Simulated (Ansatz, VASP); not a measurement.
One calculation of ScBe4Al2B3, two programs

```
Sc Be Al B
1.0
     4.36101    0.00000    0.00000
    -2.18050    3.77674    0.00000
     0.00000    0.00000    7.24144
Sc Be Al B
1 4 2 3
Cartesian
  2.1805 1.2589 0.0000
  0.0000 2.5178 5.4733
  0.0000 2.5178 1.7682
  0.0000 2.5178 0.0000
  0.0000 0.0000 3.6207
  0.0000 0.0000 0.0000
  0.0000 2.5178 3.6207
  0.0000 0.0000 1.7806
  0.0000 0.0000 5.4608
  2.1805 1.2589 3.6207
```

Alike in both runs: task single point; functional PBE; k mesh 6 × 6 × 4; occupations gaussian, width 0.1 eV; no spin polarisation.

|  | VASP | Ansatz |
| --- | --- | --- |
| version | VASP 6.6.1 | Ansatz 0.2.0 |
| potentials or method | VASP PAW PBE potentials, release 64 (Sc_sv, Be, Al, B), cutoff 520 eV | scalar-relativistic, plane waves, PAW |
| valence electrons in the cell | 34 | 34 |

|  | VASP | Ansatz | Ansatz less VASP |
| --- | --- | --- | --- |
| gap on the k mesh at the Fermi level (eV) | none | none | - |
| pressure (GPa) | 21.0 | 20.9 | -0.12 |
| traceless stress, the component that is largest in VASP (GPa) | 46.64 | 46.57 | -0.072 |
| rms of the force components (eV/Å) | 1.608 | 1.602 | -0.0058 |

Atom by atom the forces differ by 0.006 eV/Å (rms over components). A gap of «none» marks a metal or a gap that the smearing closes.
